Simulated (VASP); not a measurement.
Runs of VASP 6.6.1 on TiC. The structure is that of space group Fm-3m (No. 225), or close to it. The cells are those of the table. 

```csv
task,spin,cell,k mesh,cutoff (eV),gap on the mesh (eV),pressure (GPa),relaxed volume (Å³/atom)
single point,off,"a = 3.064 Å, angles 60.0°, 2 atoms",22 × 22 × 22,520,none,0.2,-
relaxation of cell and atoms,off,"relaxed from a = 3.063 Å, angles 60.0°, 2 atoms",22 × 22 × 22,600,none,0.0,10.17
single point,off,"a = 3.063 Å, angles 60.0°, 2 atoms",6 × 6 × 6,520,none,0.3,-
single point,"collinear, ferromagnetic start","a = 3.063 Å, angles 60.0°, 2 atoms",6 × 6 × 6,520,none,0.3,-
relaxation of cell and atoms,off,"relaxed from a = 3.057 Å, angles 60.0°, 2 atoms",6 × 6 × 6,600,none,0.0,10.18
single point,off,"a = 3.057 Å, angles 60.0°, 2 atoms",6 × 6 × 6,520,none,(a),-
```

Alike in all rows: level PBE; potentials or basis VASP PAW PBE potentials, release 64 (Ti_sv, C); smearing gaussian 0.1 eV.

Q: Estimate the missing entries.

A: (a) 1.9.

Caveats: some runs use coarse meshes.

A gap of «none» marks levels without a gap at the run's occupations.
